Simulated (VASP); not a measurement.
Crystal: La.

```xyz
1
Lattice="3.4500 0.0000 0.0000 0.0000 3.4500 0.0000 0.0000 0.0000 3.4500" Properties=species:S:1:pos:R:3 pbc="T T T"
La    0.0000    0.0000    0.0000
```

| Property | Result |
| --- | --- |
| Program | VASP 6.6.1 |
| Task | relaxation of cell and atoms |
| Functional | PBE |
| Potentials or basis | VASP PAW PBE potentials, release 64 (La) |
| Cutoff | 600 eV |
| k mesh | 7 × 7 × 7 |
| Occupations | fermi-dirac, width 0.05 eV |
| Spin | no spin polarisation |

At the start: pressure -2.0 GPa; volume 41.06 Å³/atom.

Task: Where does the relaxation end?

Result: Over 3 steps the energy falls by 31.0 meV/atom and the volume is 36.16 Å³/atom (-12.0 %); space group Pm-3m (No. 221, to 0.05 Å).

The path:
```
step  energy change (eV)  largest force (eV/Å)  pressure (GPa)  volume (Å³)
   1              0.0000                0.0000           -1.98        41.06
   2             -0.0264                0.0000           -0.88        38.12
   3             -0.0310                0.0000            0.13        36.16
```

Final structure:
```
La
1.0
     3.30669    0.00000    0.00000
     0.00000    3.30669    0.00000
     0.00000    0.00000    3.30669
La
1
Direct
  0.00000 0.00000 0.00000
```
